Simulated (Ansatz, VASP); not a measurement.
One calculation of ZnO, two programs

```
Zn O
1.0
     3.23535    0.00000    0.00000
    -1.61768    2.80190    0.00000
     0.00000    0.00000    5.21091
Zn O
2 2
Direct
  0.33333 0.66667 0.49966
  0.66667 0.33333 0.99966
  0.66667 0.33333 0.37935
  0.33333 0.66667 0.87935
```

Alike in both runs: task single point; functional PBE; k mesh 6 × 6 × 4; no spin polarisation.

|  | VASP | Ansatz |
| --- | --- | --- |
| version | VASP 6.6.1 | Ansatz 0.2.0 |
| potentials or method | VASP PAW PBE potentials, release 64 (Zn, O) | plane waves |
| plane-wave cutoff (eV) | 520 | 420 |
| occupations | gaussian, width 0.01 eV | fixed |
| valence electrons in the cell | 36 | 36 |

```tsv
	VASP	Ansatz	Ansatz less VASP
gap on the k mesh at the Fermi level (eV)	0.79	0.81	+0.015
pressure (GPa)	7.2	6.1	-1.10
traceless stress, the component that is largest in VASP (GPa)	0.06	0.08	+0.016
```
